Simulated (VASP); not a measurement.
Wanted: the native input for a VASP 6.6.1 run.

| Item | Value |
| --- | --- |
| Task | single point |
| Functional | PBEsol |
| Potentials or basis | VASP PAW PBE potentials, release 64 (Ta_pv, N) |
| Cutoff | 520 eV |
| k mesh | 15 × 15 × 8 |
| Occupations | gaussian, width 0.15 eV |
| Spin | no spin polarisation |
| Dipole correction | no |
| Further INCAR settings | ALGO = Normal; EDIFF = 1e-06; NBANDS = 24 |

The structure of TaN lies in POSCAR:

```
TaN
1.0
    2.8891806446      0.0000000000      0.0000000000
   -1.4445903223      2.5021038344      0.0000000000
    0.0000000000      0.0000000000      5.8600190937
Ta N
2 2
Direct
   -0.0447475441     -0.0567522411      0.0000000000
    0.0447475441      0.0567522411      0.5000000000
    0.3333333333      0.6666666667      0.2500000000
    0.6666666667      0.3333333333      0.7500000000
```

This cell differs from its parent crystal: atoms displaced along a vibrational mode.

These files were run (other wordings do the same):

INCAR

```
PREC = Accurate
ENCUT = 520
EDIFF = 1E-6
ISMEAR = 0
SIGMA = 0.15
LREAL = False
LASPH = True
NELM = 80
ALGO = Normal
ISIF = 2
LWAVE = False
LCHARG = False
GGA = PS
NBANDS = 24
```

KPOINTS

```
Automatic mesh
0
Gamma
  15 15 8
```

Potentials or basis: VASP PAW PBE potentials, release 64 (Ta_pv, N).

Run with:

```console
$ cat potpaw_PBE.64/Ta_pv/POTCAR potpaw_PBE.64/N/POTCAR > POTCAR
$ mpirun -np 1 vasp_std > vasp.out
```

Results of the run:

```
Pressure               : 4.7 GPa
Largest force          : 2.115 eV/Å
Band gap on the k mesh : zero (bands 16 and 17 overlap by 0.79 eV)
```

Caveat: the cell differs from its parent crystal (atoms displaced along a vibrational mode); the cell stands under pressure; the PAW data sets were made with another functional, which shifts forces and pressure a little; spin-orbit coupling is left out, which moves the levels of the heavy elements.

Run time: 2.9 min on 1 thread of Intel(R) Xeon(R) 6975P-C (Granite Rapids), on a shared host, peak memory 0.56 GiB.
